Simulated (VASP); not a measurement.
# GaGe3 (Fm-3m) in VASP: notebook

Aim: see how the results for GaGe3 move with the level of theory and the settings. Levels: PBEsol, LDA. Tasks: single point.

All numbers are computed with VASP 6.6.1; they aren't measurements. Logs are shortened: lines on timing, memory, paths and dates and some standing lists are left out, and cuts for length are marked.

## Step 1: The cell of the first run

It takes space group Fm-3m (No. 225, cubic). The conventional cell has a = 6.774 Å, b = 6.774 Å, c = 6.774 Å, α = 90.00°, β = 90.00°, γ = 90.00°. Within 3.9 Å of Ge (site symmetry m-3m) lie 8 Ge at 2.93 Å and 6 Ga at 3.39 Å. Within 3.9 Å of Ge (site symmetry -43m) lie 10 Ge at 2.93 to 3.39 Å and 4 Ga at 2.93 Å. Within 3.9 Å of Ga (site symmetry m-3m) lie 14 Ge at 2.93 to 3.39 Å.

## Step 2: Single point, PBEsol

The input, INCAR:

```
SYSTEM = GaGe3
ALGO = Normal ; EDIFF = 1E-7
ENCUT = 520 ; GGA = PS
ISIF = 2 ; ISMEAR = -1
LASPH = .True. ; LCHARG = .True.
LELF = .True. ; LREAL = .False.
LVHAR = .True. ; LWAVE = .False.
NBANDS = 36 ; NELM = 100
PREC = Accurate ; SIGMA = 0.03
```

The input, KPOINTS:

```
k-points
0
Gamma
  4 4 4
  0 0 0
```

The input, POSCAR:

```
GaGe3
1.0
    0.0000000000      3.3871670000      3.3871670000
    3.3871670000      0.0000000000      3.3871670000
    3.3871670000      3.3871670000      0.0000000000
Ge Ga
3 1
Direct
    0.5000000000      0.5000000000      0.5000000000
    0.7500000000      0.7500000000      0.7500000000
    0.2500000000      0.2500000000      0.2500000000
    0.0000000000      0.0000000000      0.0000000000
```

Potentials or basis: VASP PAW PBE potentials, release 64 (Ge_d, Ga_d).

Command:

```console
cat potpaw_PBE.64/Ge_d/POTCAR potpaw_PBE.64/Ga_d/POTCAR > POTCAR
mpirun -np 1 vasp_std > vasp.out
```

OUTCAR:

```text
SYSTEM = GaGe3
   EDIFF = 1E-7
   ENCUT = 520
   GGA = PS
   ISIF = 2
   ISMEAR = -1
   LASPH = .True.
   LREAL = .False.
   NELM = 100
   PREC = Accurate

 ion  position               nearest neighbor table
   1  0.500  0.500  0.500-
   2  0.750  0.750  0.750-
   3  0.250  0.250  0.250-
   4  0.000  0.000  0.000-

  LATTYP: Found a face centered cubic cell.
 ALAT       =     6.7743340000

  Lattice vectors:

 A1 = (   0.0000000000,   3.3871670000,   3.3871670000)
 A2 = (   3.3871670000,   0.0000000000,   3.3871670000)
 A3 = (   3.3871670000,   3.3871670000,   0.0000000000)

Analysis of symmetry for initial positions (statically):
=====================================================================
 Subroutine PRICEL returns:
 Original cell was already a primitive cell.

 Routine SETGRP: Setting up the symmetry group for a
 face centered cubic supercell.

 Subroutine GETGRP returns: Found 48 space group operations
 (whereof 48 operations were pure point group operations)
 out of a pool of 48 trial point group operations.

The static configuration has the point symmetry O_h .

Analysis of symmetry for dynamics (positions and initial velocities):
=====================================================================
 Subroutine PRICEL returns:
 Original cell was already a primitive cell.

 Routine SETGRP: Setting up the symmetry group for a
 face centered cubic supercell.

 Subroutine GETGRP returns: Found 48 space group operations
 (whereof 48 operations were pure point group operations)
 out of a pool of 48 trial point group operations.

The dynamic configuration has the point symmetry O_h .

 Subroutine INISYM returns: Found 48 space group operations
 (whereof 48 operations are pure point group operations),
 and found     1 'primitive' translations

----------------------------------------------------------------------------------------

                                     Primitive cell

  volume of cell :      77.7213

  direct lattice vectors                    reciprocal lattice vectors
     0.000000000  3.387167000  3.387167000    -0.147615987  0.147615987  0.147615987
     3.387167000  0.000000000  3.387167000     0.147615987 -0.147615987  0.147615987
     3.387167000  3.387167000  0.000000000     0.147615987  0.147615987 -0.147615987

  length of vectors
     4.790177509  4.790177509  4.790177509     0.255678390  0.255678390  0.255678390

  position of ions in fractional coordinates (direct lattice)
     0.500000000  0.500000000  0.500000000
     0.750000000  0.750000000  0.750000000
     0.250000000  0.250000000  0.250000000
     0.000000000  0.000000000  0.000000000

  ion indices of the primitive-cell ions
   primitive index   ion index
                 1           1
                 2           2
                 3           3
                 4           4

----------------------------------------------------------------------------------------

 KPOINTS: k-points

Automatic generation of k-mesh.
 Grid dimensions read from file:
 generate k-points for:    4    4    4

 Generating k-lattice:

  Cartesian coordinates                     Fractional coordinates (reciprocal lattice)
    -0.036903997  0.036903997  0.036903997     0.250000000  0.000000000  0.000000000
     0.036903997 -0.036903997  0.036903997     0.000000000  0.250000000  0.000000000
     0.036903997  0.036903997 -0.036903997     0.000000000  0.000000000  0.250000000

  Length of vectors
     0.063919597  0.063919597  0.063919597

  Shift w.r.t. Gamma in fractional coordinates (k-lattice)
     0.000000000  0.000000000  0.000000000

 Subroutine IBZKPT returns following result:
 ===========================================

 Found      8 irreducible k-points:

 Following reciprocal coordinates:
            Coordinates               Weight
  0.000000  0.000000  0.000000      1.000000
  0.250000  0.000000  0.000000      8.000000
  0.500000  0.000000  0.000000      4.000000
  0.250000  0.250000  0.000000      6.000000
  0.500000  0.250000  0.000000     24.000000
 -0.250000  0.250000  0.000000     12.000000
  0.500000  0.500000  0.000000      3.000000
 -0.250000  0.500000  0.250000      6.000000
   k-points           NKPTS =      8   k-points in BZ     NKDIM =      8   number of bands    NBANDS=     36
   number of dos      NEDOS =    301   number of ions     NIONS =      4
   total plane-waves  NPLWV =  46656
   dimension x,y,z NGX =    36 NGY =   36 NGZ =   36
   dimension x,y,z NGXF=    72 NGYF=   72 NGZF=   72
   ions per type =               3   1
   NGX,Y,Z   is equivalent  to a cutoff of  12.49, 12.49, 12.49 a.u.
   NGXF,Y,Z  is equivalent  to a cutoff of  24.99, 24.99, 24.99 a.u.
 SYSTEM =  GaGe3
   PREC   = accura    normal or accurate (medium, high low for compatibility)
   ISTART =      0    job   : 0-new  1-cont  2-samecut
   ICHARG =      2    charge: 1-file 2-atom 10-const
   ISPIN  =      1    spin polarized calculation?
   LNONCOLLINEAR =      F non collinear calculations
   LSORBIT =      F    spin-orbit coupling
   LASPH  =      T    aspherical Exc in radial PAW
   ENCUT  =  520.0 eV  38.22 Ry    6.18 a.u.   8.91  8.91  8.91*2*pi/ulx,y,z
   NELM   =    100;   NELMIN=  2; NELMDL= -5     # of ELM steps
   EDIFF  = 0.1E-06   stopping-criterion for ELM
   LREAL  =      F    real-space projection
   EDIFFG = 0.1E-05   stopping-criterion for IOM
   NSW    =      0    number of steps for IOM
   IBRION =     -1    ionic relax: 0-MD 1-quasi-New 2-CG
   NFREE  =      0    steps in history (QN), initial steepest desc. (CG)
   ISIF   =      2    stress and relaxation
   ISYM   =      2    0-nonsym 1-usesym 2-fastsym
   POTIM  = 0.5000    time-step for ionic-motion
   TEBEG  =    0.0;   TEEND  =   0.0 temperature during run
   PSTRESS=    0.0 pullay stress
   NELECT =      55.0000    total number of electrons
   NUPDOWN=      -1.0000    fix difference up-down
   EMIN   =  10.00;   EMAX   =-10.00  energy-range for DOS
   EFERMI =   0.00;   METHOD = LEGACY
   ISMEAR =    -1;   SIGMA  =   0.03  broadening in eV -4-tet -1-fermi 0-gaus
   EFERMI_NEDOS =   21; number of points for ismear=-14 and -15
   IALGO  =     38    algorithm
   IMIX   =      4    mixing-type and parameters
     AMIX     =   0.40;   BMIX     =  1.00
     AMIX_MAG =   1.60;   BMIX_MAG =  1.00
  volume/ion in A,a.u.               =      19.43       131.12
  Fermi-wavevector in a.u.,A,eV,Ry     =   1.458867  2.756859 28.957195  2.128294
  Thomas-Fermi vector in A             =   2.575501
   LORBIT       =      0    0 simple, 1 ext, 2 COOP (PROOUT), +10 PAW based schemes
   GGA     = PS    functional components
   LHFCALC =     F    Hartree Fock is set to
   AEXX    =    0.0000 exact exchange contribution
   IVDW    =     0    specifies the selected vdW correction
   LEPSILON=     F    determine dielectric tensor
   LRPA    =     F    only Hartree local field effects (RPA)
 non-spin polarized calculation
  energy-cutoff  :      520.00
  volume of cell :       77.72
 maximum number of plane-waves:      2120
   NGX = 17   NGY = 17   NGZ = 17

 number of electron      55.0000038 magnetization

 Free energy of the ion-electron system (eV)
  ---------------------------------------------------
  ext. energy  EPLUGINS =         0.00000000
  ---------------------------------------------------
  free energy    TOTEN  =       -17.48637147 eV

  energy without entropy =      -17.48580586  energy(sigma->0) =      -17.48608867

 E-fermi :   6.1516     XC(G=0): -11.2181

 val. band max:        5.9887860166   @ k =  -0.2500   0.2500   0.0000
 cond. band min:       6.2723420542   @ k =   0.0000   0.0000   0.0000
 fundamental gap:      0.2835560376
 Fermi energy:         6.1515513601

 k-point     1 :       0.0000    0.0000    0.0000
  band No.  band energies     occupation
      1     -18.5985      2.00000
      2     -18.5985      2.00000
      3     -18.5985      2.00000
      4     -18.5923      2.00000
      5     -18.5923      2.00000
      6     -18.5229      2.00000
[... 28 lines left out ...]
     35      10.7438      0.00000
     36      15.7203      0.00000

 k-point     2 :       0.2500    0.0000    0.0000
  band No.  band energies     occupation
      1     -18.6028      2.00000
      2     -18.6028      2.00000
      3     -18.5985      2.00000
      4     -18.5868      2.00000
      5     -18.5868      2.00000
      6     -18.5179      2.00000
[... 28 lines left out ...]
     35      13.0449      0.00000
     36      13.0449      0.00000

 k-point     3 :       0.5000    0.0000    0.0000
  band No.  band energies     occupation
      1     -18.6069      2.00000
      2     -18.6069      2.00000
      3     -18.5955      2.00000
      4     -18.5805      2.00000
      5     -18.5805      2.00000
      6     -18.5129      2.00000
[... 28 lines left out ...]
     35      12.5043      0.00000
     36      13.8041      0.00000

 k-point     4 :       0.2500    0.2500    0.0000
  band No.  band energies     occupation
      1     -18.6056      2.00000
      2     -18.6056      2.00000
      3     -18.5936      2.00000
      4     -18.5872      2.00000
      5     -18.5845      2.00000
      6     -18.5221      2.00000
[... 28 lines left out ...]
     35      12.8111      0.00000
     36      13.1382      0.00000

 k-point     5 :       0.5000    0.2500    0.0000
  band No.  band energies     occupation
      1     -18.6084      2.00000
      2     -18.6055      2.00000
      3     -18.5960      2.00000
      4     -18.5825      2.00000
      5     -18.5783      2.00000
      6     -18.5176      2.00000
[... 28 lines left out ...]
     35      12.8918      0.00000
     36      13.5907      0.00000

 k-point     6 :      -0.2500    0.2500    0.0000
  band No.  band energies     occupation
      1     -18.6055      2.00000
      2     -18.6045      2.00000
      3     -18.5992      2.00000
      4     -18.5818      2.00000
      5     -18.5817      2.00000
      6     -18.5159      2.00000
[... 28 lines left out ...]
     35      12.7833      0.00000
     36      14.3090      0.00000

 k-point     7 :       0.5000    0.5000    0.0000
  band No.  band energies     occupation
      1     -18.6100      2.00000
      2     -18.6100      2.00000
      3     -18.5895      2.00000
      4     -18.5848      2.00000
      5     -18.5744      2.00000
      6     -18.5260      2.00000
[... 28 lines left out ...]
     35      13.3119      0.00000
     36      13.3131      0.00000

 k-point     8 :      -0.2500    0.5000    0.2500
  band No.  band energies     occupation
      1     -18.6089      2.00000
      2     -18.6010      2.00000
      3     -18.6010      2.00000
      4     -18.5818      2.00000
      5     -18.5769      2.00000
      6     -18.5169      2.00000
[... 28 lines left out ...]
     35      11.9277      0.00000
     36      12.0518      0.00000

------------------------ aborting loop because EDIFF is reached ----------------------------------------

  FORCE on cell =-STRESS in cart. coord.  units (eV):
  Direction    XX          YY          ZZ          XY          YZ          ZX
  --------------------------------------------------------------------------------------
  -------------------------------------------------------------------------------------
  Total       -1.4941583     -1.4941583     -1.4941583      0.0000000      0.0000000      0.0000000
  in kB      -30.8011813    -30.8011813    -30.8011813      0.0000000      0.0000000      0.0000000
  external PRESSURE =     -30.8011813 kB  Pullay stress =       0.0000000 kB

 VOLUME and BASIS-vectors are now :
 -----------------------------------------------------------------------------
  energy-cutoff  :      520.00
  volume of cell :       77.72
      direct lattice vectors                 reciprocal lattice vectors
     0.000000000  3.387167000  3.387167000    -0.147615987  0.147615987  0.147615987
     3.387167000  0.000000000  3.387167000     0.147615987 -0.147615987  0.147615987
     3.387167000  3.387167000  0.000000000     0.147615987  0.147615987 -0.147615987

 POSITION                                       TOTAL-FORCE (eV/Angst)
 -----------------------------------------------------------------------------------
      3.38717      3.38717      3.38717        -0.000000     -0.000000     -0.000000
      5.08075      5.08075      5.08075        -0.000000     -0.000000     -0.000000
      1.69358      1.69358      1.69358         0.000000      0.000000      0.000000
      0.00000      0.00000      0.00000        -0.000000     -0.000000     -0.000000
 -----------------------------------------------------------------------------------
    total drift:                                0.000000      0.000000      0.000000

  FREE ENERGIE OF THE ION-ELECTRON SYSTEM (eV)
  ---------------------------------------------------
  free  energy   TOTEN  =       -17.4863714739 eV

  energy  without entropy=      -17.4858058609  energy(sigma->0) =      -17.48608867
```

Run time: 18 s. Hardware: 1 thread of Intel Xeon Platinum 8488C (Sapphire Rapids), shared host; peak memory 0.2 GiB.

Results:

```
Free energy : -17.4864 eV
Pressure    : -3.1 GPa
```

Caveat: the k points lie up to 0.40 Å⁻¹ apart; the PAW data sets were made with another functional, which shifts forces and pressure a little.

## Step 3: Single point, PBEsol

The input, INCAR:

```
SYSTEM = GaGe3
PREC = Accurate ; ENCUT = 520
EDIFF = 1E-6 ; ISMEAR = -1
SIGMA = 0.05 ; LREAL = .FALSE.
LASPH = .TRUE. ; NELM = 100
ALGO = Normal ; ISIF = 2
LWAVE = .FALSE. ; LCHARG = .FALSE.
GGA = PS ; NBANDS = 36
```

The input, KPOINTS:

```
Automatic mesh
0
G
  7 7 7
  0 0 0
```

POSCAR is that of step 2.

Potentials or basis: VASP PAW PBE potentials, release 64 (Ge_d, Ga_d).

Command:

```console
cat potpaw_PBE.64/Ge_d/POTCAR potpaw_PBE.64/Ga_d/POTCAR > POTCAR
mpirun -np 1 vasp_std > vasp.out
```

OUTCAR:

```text
SYSTEM = GaGe3
   PREC = Accurate
   ENCUT = 520
   EDIFF = 1E-6
   ISMEAR = -1
   LREAL = .FALSE.
   LASPH = .TRUE.
   NELM = 100
   ISIF = 2
   GGA = PS

 ion  position               nearest neighbor table
   1  0.500  0.500  0.500-
   2  0.750  0.750  0.750-
   3  0.250  0.250  0.250-
   4  0.000  0.000  0.000-

  LATTYP: Found a face centered cubic cell.
 ALAT       =     6.7743340000
[... 967 lines left out ...]

  FORCE on cell =-STRESS in cart. coord.  units (eV):
  Direction    XX          YY          ZZ          XY          YZ          ZX
  --------------------------------------------------------------------------------------
  -------------------------------------------------------------------------------------
  Total       -1.8836592     -1.8836592     -1.8836592      0.0000000      0.0000000     -0.0000000
  in kB      -38.8305087    -38.8305087    -38.8305087      0.0000000      0.0000000     -0.0000000
  external PRESSURE =     -38.8305087 kB  Pullay stress =       0.0000000 kB

 VOLUME and BASIS-vectors are now :
 -----------------------------------------------------------------------------
  energy-cutoff  :      520.00
  volume of cell :       77.72
      direct lattice vectors                 reciprocal lattice vectors
     0.000000000  3.387167000  3.387167000    -0.147615987  0.147615987  0.147615987
     3.387167000  0.000000000  3.387167000     0.147615987 -0.147615987  0.147615987
     3.387167000  3.387167000  0.000000000     0.147615987  0.147615987 -0.147615987

 POSITION                                       TOTAL-FORCE (eV/Angst)
 -----------------------------------------------------------------------------------
      3.38717      3.38717      3.38717        -0.000000     -0.000000     -0.000000
      5.08075      5.08075      5.08075         0.000000      0.000000      0.000000
      1.69358      1.69358      1.69358        -0.000000     -0.000000      0.000000
      0.00000      0.00000      0.00000        -0.000000     -0.000000     -0.000000
 -----------------------------------------------------------------------------------
    total drift:                                0.000000      0.000000      0.000000

  FREE ENERGIE OF THE ION-ELECTRON SYSTEM (eV)
  ---------------------------------------------------
  free  energy   TOTEN  =       -17.3318449706 eV

  energy  without entropy=      -17.3223918416  energy(sigma->0) =      -17.32711841
```

Wall time 18 s (1 thread of Intel Xeon 6975P-C (Granite Rapids), shared host); peak memory 0.22 GiB.

What came out:

```yaml
Free_energy: -17.3318 eV
Pressure: -3.9 GPa
```

Levels at points of the mesh, in eV from the Fermi level:
```csv
k point,band 26,band 27,band 28,band 29,band 30,band 31
"(0.00, 0.00, 0.00)",-1.52,-1.24,-1.24,-1.24,-1.15,0.31
```

Caveat: the PAW data sets were made with another functional, which shifts forces and pressure a little.

## Step 4: Single point, LDA

The input, INCAR:

```
SYSTEM = GaGe3
ALGO     = Normal         ! electronic algorithm
EDIFF    = 1E-7           ! SCF threshold, eV
ENCUT    = 520            ! plane-wave cutoff, eV
GGA      = CA             ! functional
ISIF     = 2              ! what is computed and relaxed
ISMEAR   = -1             ! smearing method
LASPH    = .TRUE.         ! aspherical terms in the spheres
LCHARG   = .FALSE.        ! write CHGCAR
LREAL    = .FALSE.        ! projectors in reciprocal space
LWAVE    = .FALSE.        ! write WAVECAR
NBANDS   = 36             ! bands
NELM     = 100            ! most SCF steps
PREC     = Accurate       ! precision mode
SIGMA    = 0.05           ! smearing width, eV
```

The input, KPOINTS:

```
k-points
0
G
  7 7 7
  0 0 0
```

POSCAR is that of step 3.

Potentials or basis: VASP PAW LDA potentials, release 64 (Ge_d, Ga_d).

Command:

```console
cat potpaw_LDA.64/Ge_d/POTCAR potpaw_LDA.64/Ga_d/POTCAR > POTCAR
mpirun -np 1 vasp_std > vasp.out
```

Wall time 18 s (1 thread of Intel Xeon 6975P-C (Granite Rapids), shared host); peak memory 0.19 GiB.

It converged, with:

```yaml
Free_energy: -18.1819 eV
Pressure: -5.5 GPa
```

Levels at points of the mesh, in eV from the Fermi level:
```
           k point  band 24  band 25  band 26  band 27  band 28  band 29  band 30  band 31  band 32  band 33
(0.00, 0.00, 0.00)    -1.48    -1.48    -1.48    -1.28    -1.20    -1.20    -1.20     0.31     0.31     0.31
```

## Step 5: The runs side by side

| level | potentials or basis | k mesh | smearing | gap on the mesh (eV) | pressure (GPa) |
| --- | --- | --- | --- | --- | --- |
| PBEsol | VASP PAW PBE potentials, release 64 (Ge_d, Ga_d) | 4 × 4 × 4 | fermi-dirac 0.03 eV | none | -3.1 |
| PBEsol | VASP PAW PBE potentials, release 64 (Ge_d, Ga_d) | 7 × 7 × 7 | fermi-dirac 0.05 eV | none | -3.9 |
| LDA | VASP PAW LDA potentials, release 64 (Ge_d, Ga_d) | 7 × 7 × 7 | fermi-dirac 0.05 eV | none | -5.5 |

Alike in all rows: task single point; no spin polarisation; cell as given; cutoff (eV) 520.

Caveats: some runs use coarse meshes; the PAW data sets were made with another functional, which shifts forces and pressure a little (some runs).

Total energies depend on the potentials used, so only differences within one code and one set of settings carry meaning.
